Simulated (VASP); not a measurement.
# Ga (P6_3/mmc) in VASP: notebook

The runs below take Ga through single point, relaxation of cell and atoms, with PBE.

All numbers are computed with VASP 6.6.1; they aren't measurements. Logs are shortened: lines on timing, memory, paths and dates and some standing lists are left out, and cuts for length are marked.

## 1. The cell of the first run

Symmetry: P6_3/mmc, No. 194, hexagonal system. The conventional cell has a = 2.991 Å, b = 2.991 Å, c = 4.917 Å, α = 90.00°, β = 90.00°, γ = 120.00°. Ga (site symmetry -6m2) has 12 Ga at 2.99 to 3.00 Å within 3.9 Å.

This isn't the form of Ga at room conditions, which is orthorhombic.

## 2. Single point, PBE

Input file INCAR:

```
  PREC = Accurate
  ENCUT = 520
  EDIFF = 1E-6
  ISMEAR = 0
  SIGMA = 0.05
  LREAL = F
  LASPH = T
  NELM = 80
  ALGO = Fast
  ISIF = 2
  LWAVE = F
  LCHARG = T
  GGA = PE
  LELF = T
  LVHAR = T
  NBANDS = 20
```

Input file KPOINTS:

```
Automatic mesh
0
Gamma
  16 16 8
```

Input file POSCAR:

```
Ga
1.0
    2.9914795298      0.0000000000      0.0000000000
   -1.4957397649      2.5906972677      0.0000000000
    0.0000000000      0.0000000000      4.9165047442
Ga
2
Direct
    0.3333333333      0.6666666667      0.7500000000
    0.6666666667      0.3333333333      0.2500000000
```

Potentials or basis: VASP PAW PBE potentials, release 64 (Ga_d).

Command:

```sh
cat potpaw_PBE.64/Ga_d/POTCAR > POTCAR
mpirun -np 1 vasp_std > vasp.out
```

OUTCAR:

```text
PREC = Accurate
   ENCUT = 520
   EDIFF = 1E-6
   ISMEAR = 0
   LREAL = F
   LASPH = T
   NELM = 80
   ISIF = 2
   GGA = PE

 ion  position               nearest neighbor table
   1  0.333  0.667  0.750-
   2  0.667  0.333  0.250-

  LATTYP: Found a hexagonal cell.
 ALAT       =     2.9914795298
 C/A-ratio  =     1.6435027200

  Lattice vectors:

 A1 = (   2.9914795298,   0.0000000000,   0.0000000000)
 A2 = (  -1.4957397649,   2.5906972677,   0.0000000000)
 A3 = (   0.0000000000,   0.0000000000,   4.9165047442)

Analysis of symmetry for initial positions (statically):
=====================================================================
 Subroutine PRICEL returns:
 Original cell was already a primitive cell.

 Routine SETGRP: Setting up the symmetry group for a
 hexagonal supercell.

 Subroutine GETGRP returns: Found 24 space group operations
 (whereof 12 operations were pure point group operations)
 out of a pool of 24 trial point group operations.

The static configuration has the point symmetry D_3d.
 The point group associated with its full space group is D_6h.

Analysis of symmetry for dynamics (positions and initial velocities):
=====================================================================
 Subroutine PRICEL returns:
 Original cell was already a primitive cell.

 Routine SETGRP: Setting up the symmetry group for a
 hexagonal supercell.

 Subroutine GETGRP returns: Found 24 space group operations
 (whereof 12 operations were pure point group operations)
 out of a pool of 24 trial point group operations.

The dynamic configuration has the point symmetry D_3d.
 The point group associated with its full space group is D_6h.

 Subroutine INISYM returns: Found 24 space group operations
 (whereof 12 operations are pure point group operations),
 and found     1 'primitive' translations

----------------------------------------------------------------------------------------

                                     Primitive cell

  volume of cell :      38.1030

  direct lattice vectors                    reciprocal lattice vectors
     2.991479530  0.000000000  0.000000000     0.334282749  0.192998235  0.000000000
    -1.495739765  2.590697268  0.000000000     0.000000000  0.385996470  0.000000000
     0.000000000  0.000000000  4.916504744     0.000000000  0.000000000  0.203396529

  length of vectors
     2.991479530  2.991479530  4.916504744     0.385996470  0.385996470  0.203396529

  position of ions in fractional coordinates (direct lattice)
     0.333333333  0.666666667  0.750000000
     0.666666667  0.333333333  0.250000000

  ion indices of the primitive-cell ions
   primitive index   ion index
                 1           1
                 2           2

----------------------------------------------------------------------------------------

 KPOINTS: Automatic mesh

Automatic generation of k-mesh.
 Grid dimensions read from file:
 generate k-points for:   16   16    8

 Generating k-lattice:

  Cartesian coordinates                     Fractional coordinates (reciprocal lattice)
     0.020892672  0.012062390  0.000000000     0.062500000  0.000000000  0.000000000
     0.000000000  0.024124779  0.000000000     0.000000000  0.062500000  0.000000000
     0.000000000  0.000000000  0.025424566     0.000000000  0.000000000  0.125000000

  Length of vectors
     0.024124779  0.024124779  0.025424566

  Shift w.r.t. Gamma in fractional coordinates (k-lattice)
     0.000000000  0.000000000  0.000000000

 Subroutine IBZKPT returns following result:
 ===========================================

 Found    150 irreducible k-points:

 Following reciprocal coordinates:
            Coordinates               Weight
  0.000000  0.000000  0.000000      1.000000
  0.062500 -0.000000  0.000000      6.000000
  0.125000 -0.000000  0.000000      6.000000
  0.187500  0.000000  0.000000      6.000000
  0.250000 -0.000000  0.000000      6.000000
  0.312500 -0.000000  0.000000      6.000000
[... 16 lines left out ...]
  0.187500  0.187500  0.000000      6.000000
  0.250000  0.187500  0.000000     12.000000
 [... further k-points ...]
   k-points           NKPTS =    150   k-points in BZ     NKDIM =    150   number of bands    NBANDS=     20
   number of dos      NEDOS =    301   number of ions     NIONS =      2
   total plane-waves  NPLWV =  23040
   dimension x,y,z NGX =    24 NGY =   24 NGZ =   40
   dimension x,y,z NGXF=    48 NGYF=   48 NGZF=   80
   ions per type =               2
   NGX,Y,Z   is equivalent  to a cutoff of  13.34, 13.34, 13.53 a.u.
   NGXF,Y,Z  is equivalent  to a cutoff of  26.68, 26.68, 27.05 a.u.
 SYSTEM =  unknown system
   PREC   = accura    normal or accurate (medium, high low for compatibility)
   ISTART =      0    job   : 0-new  1-cont  2-samecut
   ICHARG =      2    charge: 1-file 2-atom 10-const
   ISPIN  =      1    spin polarized calculation?
   LNONCOLLINEAR =      F non collinear calculations
   LSORBIT =      F    spin-orbit coupling
   LASPH  =      T    aspherical Exc in radial PAW
   ENCUT  =  520.0 eV  38.22 Ry    6.18 a.u.   5.56  5.56  9.14*2*pi/ulx,y,z
   NELM   =     80;   NELMIN=  2; NELMDL= -5     # of ELM steps
   EDIFF  = 0.1E-05   stopping-criterion for ELM
   LREAL  =      F    real-space projection
   EDIFFG = 0.1E-04   stopping-criterion for IOM
   NSW    =      0    number of steps for IOM
   IBRION =     -1    ionic relax: 0-MD 1-quasi-New 2-CG
   NFREE  =      0    steps in history (QN), initial steepest desc. (CG)
   ISIF   =      2    stress and relaxation
   ISYM   =      2    0-nonsym 1-usesym 2-fastsym
   POTIM  = 0.5000    time-step for ionic-motion
   TEBEG  =    0.0;   TEEND  =   0.0 temperature during run
   PSTRESS=    0.0 pullay stress
   NELECT =      26.0000    total number of electrons
   NUPDOWN=      -1.0000    fix difference up-down
   EMIN   =  10.00;   EMAX   =-10.00  energy-range for DOS
   EFERMI =   0.00;   METHOD = LEGACY
   ISMEAR =     0;   SIGMA  =   0.05  broadening in eV -4-tet -1-fermi 0-gaus
   EFERMI_NEDOS =   21; number of points for ismear=-14 and -15
   IALGO  =     68    algorithm
   IMIX   =      4    mixing-type and parameters
     AMIX     =   0.40;   BMIX     =  1.00
     AMIX_MAG =   1.60;   BMIX_MAG =  1.00
  volume/ion in A,a.u.               =      19.05       128.57
  Fermi-wavevector in a.u.,A,eV,Ry     =   1.441273  2.723611 28.262942  2.077268
  Thomas-Fermi vector in A             =   2.559924
   LORBIT       =      0    0 simple, 1 ext, 2 COOP (PROOUT), +10 PAW based schemes
   GGA     = PE    functional components
   LHFCALC =     F    Hartree Fock is set to
   AEXX    =    0.0000 exact exchange contribution
   IVDW    =     0    specifies the selected vdW correction
   LEPSILON=     F    determine dielectric tensor
   LRPA    =     F    only Hartree local field effects (RPA)
 non-spin polarized calculation
 RMM-DIIS sequential band-by-band and
 Gauss-broadening in eV      SIGMA  =   0.05
  energy-cutoff  :      520.00
  volume of cell :       38.10
 maximum number of plane-waves:      1050
 NGX is ok and might be reduce to    24
   NGX = 11   NGY = 11   NGZ = 19

 number of electron      26.0000005 magnetization

 Free energy of the ion-electron system (eV)
  ---------------------------------------------------
  ext. energy  EPLUGINS =         0.00000000
  ---------------------------------------------------
  free energy    TOTEN  =        -5.76351800 eV

  energy without entropy =       -5.76262370  energy(sigma->0) =       -5.76307085

 E-fermi :   5.4417     XC(G=0): -10.9725

 val. band max:        5.4345806428   @ k =   0.3750   0.0625   0.0000
 cond. band min:       5.4569158165   @ k =   0.3750   0.2500   0.3750
 fundamental gap:      0.0223351737
 Fermi energy:         5.4417492267

 k-point     1 :       0.0000    0.0000    0.0000
  band No.  band energies     occupation
      1      -9.4950      2.00000
      2      -9.4261      2.00000
      3      -9.4050      2.00000
      4      -9.4050      2.00000
      5      -9.3841      2.00000
      6      -9.3841      2.00000
[... 12 lines left out ...]
     19      19.3819      0.00000
     20      19.6145      0.00000

 k-point     2 :       0.0625   -0.0000    0.0000
  band No.  band energies     occupation
      1      -9.4898      2.00000
      2      -9.4291      2.00000
      3      -9.4001      2.00000
      4      -9.3973      2.00000
      5      -9.3845      2.00000
      6      -9.3769      2.00000
[... 12 lines left out ...]
     19      19.5143      0.00000
     20      20.0419      0.00000

 k-point     3 :       0.1250   -0.0000    0.0000
  band No.  band energies     occupation
      1      -9.4814      2.00000
      2      -9.4327      2.00000
      3      -9.3934      2.00000
      4      -9.3776      2.00000
      5      -9.3754      2.00000
      6      -9.3584      2.00000
[... 12 lines left out ...]
     19      17.9739      0.00000
     20      20.5258      0.00000

 k-point     4 :       0.1875    0.0000    0.0000
  band No.  band energies     occupation
      1      -9.4888      2.00000
      2      -9.4230      2.00000
      3      -9.3967      2.00000
      4      -9.3809      2.00000
      5      -9.3650      2.00000
      6      -9.3515      2.00000
[... 12 lines left out ...]
     19      17.2490      0.00000
     20      19.6243      0.00000

 k-point     5 :       0.2500   -0.0000    0.0000
  band No.  band energies     occupation
      1      -9.5093      2.00000
      2      -9.4225      2.00000
      3      -9.4107      2.00000
      4      -9.3840      2.00000
      5      -9.3788      2.00000
      6      -9.3176      2.00000
[... 12 lines left out ...]
     19      16.6352      0.00000
     20      19.2401      0.00000
[... 353 lines left out ...]
      6      -9.3303      2.00000
[... 12 lines left out ...]
     19      15.4654      0.00000
     20      17.0411      0.00000

 k-point    22 :       0.4375    0.1250    0.0000
  band No.  band energies     occupation
      1      -9.5356      2.00000
      2      -9.5014      2.00000
      3      -9.4326      2.00000
      4      -9.4078      2.00000
      5      -9.3432      2.00000
      6      -9.3239      2.00000
[... 12 lines left out ...]
     19      15.3711      0.00000
     20      16.9621      0.00000

 k-point    23 :       0.1875    0.1875    0.0000
  band No.  band energies     occupation
      1      -9.4608      2.00000
      2      -9.4585      2.00000
      3      -9.4450      2.00000
      4      -9.4000      2.00000
      5      -9.3542      2.00000
      6      -9.3239      2.00000
[... 12 lines left out ...]
     19      15.5963      0.00000
     20      19.7424      0.00000

 k-point    24 :       0.2500    0.1875    0.0000
  band No.  band energies     occupation
      1      -9.4765      2.00000
      2      -9.4720      2.00000
      3      -9.4362      2.00000
      4      -9.4042      2.00000
      5      -9.3442      2.00000
      6      -9.3240      2.00000
[... 12 lines left out ...]
     19      14.6301      0.00000
     20      19.6787      0.00000

 [... further k-points ...]
[... 5 lines left out ...]
  --------------------------------------------------------------------------------------
  -------------------------------------------------------------------------------------
  Total        0.0134822      0.0134822      0.0251781      0.0000000      0.0000000      0.0000000
  in kB        0.5669079      0.5669079      1.0587040      0.0000000      0.0000000      0.0000000
  external PRESSURE =       0.7308399 kB  Pullay stress =       0.0000000 kB

 VOLUME and BASIS-vectors are now :
 -----------------------------------------------------------------------------
  energy-cutoff  :      520.00
  volume of cell :       38.10
      direct lattice vectors                 reciprocal lattice vectors
     2.991479530  0.000000000  0.000000000     0.334282749  0.192998235  0.000000000
    -1.495739765  2.590697268  0.000000000     0.000000000  0.385996470  0.000000000
     0.000000000  0.000000000  4.916504744     0.000000000  0.000000000  0.203396529

 POSITION                                       TOTAL-FORCE (eV/Angst)
 -----------------------------------------------------------------------------------
     -0.00000      1.72713      3.68738         0.000000      0.000000      0.000000
      1.49574      0.86357      1.22913        -0.000000      0.000000      0.000000
 -----------------------------------------------------------------------------------
    total drift:                               -0.000000      0.000000      0.000000

  FREE ENERGIE OF THE ION-ELECTRON SYSTEM (eV)
  ---------------------------------------------------
  free  energy   TOTEN  =        -5.7635180029 eV

  energy  without entropy=       -5.7626236982  energy(sigma->0) =       -5.76307085
```

It took 40 s on 1 thread of Intel Xeon 6975P-C (Granite Rapids), shared host; peak memory 0.21 GiB.

What came out:

```
Free energy            : -5.7635 eV
Pressure               : 0.1 GPa
Band gap on the k mesh : zero (bands 13 and 14 overlap by 7.35 eV)
```

## 3. Relaxation of cell and atoms, PBE

This run uses another cell than the first one, of 19.59 Å³/atom.

Input file INCAR:

```
ALGO = Fast
EDIFF = 1E-6
EDIFFG = -0.01
ENCUT = 600
GGA = PE
IBRION = 2
ISIF = 3
ISMEAR = 0
LASPH = T
LCHARG = F
LREAL = F
LWAVE = F
NELM = 100
NSW = 80
PREC = Accurate
SIGMA = 0.05
```

Input file KPOINTS:

```
k-points
0
Gamma
  16 16 8
```

Input file POSCAR:

```
Ga
1.0
    3.0259128626      0.0000000000      0.0000000000
   -1.5129564313      2.6205174086      0.0000000000
    0.0000000000      0.0000000000      4.9423243422
Ga
2
Direct
    0.3333333333      0.6666666667      0.7500000000
    0.6666666667      0.3333333333      0.2500000000
```

Potentials or basis: VASP PAW PBE potentials, release 64 (Ga_d).

Command:

```sh
cat potpaw_PBE.64/Ga_d/POTCAR > POTCAR
mpirun -np 1 vasp_std > vasp.out
```

Run time: 74 s. Hardware: 1 thread of Intel Xeon 6975P-C (Granite Rapids), shared host; peak memory 0.24 GiB.

Results (log left out):

* Free energy: -5.7635 eV
* Relaxed volume: 19.10 Å³/atom
* Relaxed cell: a = 2.999 Å, b = 2.999 Å, c = 4.904 Å, α = 90.00°, β = 90.00°, γ = 120.00°
* Space group after relaxing (to 0.1 Å): P6_3/mmc (No. 194)
* Energy gained by relaxing: 2.0 meV/atom
* Ionic steps: 3
* Pressure after relaxing: 0.0 GPa
* Band gap on the k mesh: zero (bands 13 and 14 overlap by 7.40 eV)

Stress tensor (GPa, compression positive):
```
-0.08  0.00  0.00
 0.00 -0.08  0.00
 0.00  0.00  0.06
```

Step by step:
```csv
step,energy change (eV),largest force (eV/Å),pressure (GPa),volume (Å³)
1,0.0000,0.0000,-1.14,39.19
2,-0.0037,0.0000,-0.29,38.41
3,-0.0039,0.0000,-0.03,38.19
```

Final structure:
```xyz
2
Lattice="2.9988 0.0000 0.0000 -1.4994 2.5970 0.0000 0.0000 0.0000 4.9042" Properties=species:S:1:pos:R:3 pbc="T T T"
Ga    0.0000    1.7314    3.6782
Ga    1.4994    0.8657    1.2261
```

Levels at points of the mesh, in eV from the Fermi level:
```
           k point  band 9  band 10  band 11  band 12  band 13  band 14  band 15  band 16  band 17
(0.00, 0.00, 0.00)  -14.66   -14.66   -10.93    -4.94    -3.89     9.63     9.63    11.57    11.62
(0.50, 0.00, 0.00)  -14.64   -14.63    -5.56    -4.76     0.37     0.62     1.08     3.17     4.94
(0.00, 0.00, 0.50)  -14.70   -14.70    -9.32    -9.32     3.56     3.56    10.79    10.79    10.79
(0.50, 0.00, 0.50)  -14.64   -14.64    -4.04    -4.04    -3.06    -3.06     6.60     6.60     7.31
```
